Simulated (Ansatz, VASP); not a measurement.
# Ge: VASP beside Ansatz

INCAR

```
SYSTEM = Ge
  PREC = Accurate
  ENCUT = 600
  EDIFF = 1E-6
  ISMEAR = 0
  SIGMA = 0.05
  LREAL = .False.
  LASPH = .True.
  NELM = 80
  ALGO = Normal
  ISIF = 3
  LWAVE = .False.
  LCHARG = .False.
  GGA = CA
  IBRION = 2
  NSW = 80
  EDIFFG = -0.003
```

Contents of KPOINTS:

```
Automatic mesh
0
Gamma
  8 8 8
  0 0 0
```

The input POSCAR:

```
Ge
1.0
    0.0000000000      2.8290000000      2.8290000000
    2.8290000000      0.0000000000      2.8290000000
    2.8290000000      2.8290000000      0.0000000000
Ge
2
Direct
    0.0000000000      0.0000000000      0.0000000000
    0.2500000000      0.2500000000      0.2500000000
```

Input for Ansatz:

```yaml
crystal:
  lattice:
    - [0.0, 2.829, 2.829]
    - [2.829, 0.0, 2.829]
    - [2.829, 2.829, 0.0]
  atoms:
    - { symbol: Ge, position: [0.0, 0.0, 0.0] }
    - { symbol: Ge, position: [0.25, 0.25, 0.25] }
scf:
  occupations: { method: gaussian, width: 0.05 }
output:
  forces: true
  stress: true
  eigenvalues: true
  write_density: true
  write_potential: true
  elf: true
  volumetric_format: npy
hamiltonian:
  xc: lda
kpoints:
  mp_grid: { grid: [8, 8, 8] }
relax:
  f_tol: 0.003
  cell: { stress_tol: 0.03 }
```

Alike in both runs: task relaxation of cell and atoms; functional LDA; k mesh 8 × 8 × 8; occupations gaussian, width 0.05 eV; no spin polarisation.

|  | VASP | Ansatz |
| --- | --- | --- |
| version | VASP 6.6.1 | Ansatz 0.2.0 |
| potentials or method | VASP PAW LDA potentials, release 64 (Ge_d) | scalar-relativistic, plane waves, PAW |
| plane-wave cutoff (eV) | 600 | 420 |
| valence electrons in the cell | 28 | 28 |

|  | VASP | Ansatz | Ansatz less VASP |
| --- | --- | --- | --- |
| gap on the k mesh at the Fermi level, each at its own relaxed structure (eV) | none | none | - |
| relaxed volume (Å³/atom) | 22.24 | 22.21 | -0.028 |
| relaxed cell length with the largest relative difference (Å) | 3.977 | 3.975 | -0.0017 |

LDA's correlation is that of Perdew and Zunger in VASP and of Perdew and Wang (1992) in Ansatz. A gap of «none» marks a metal or a gap that the smearing closes.
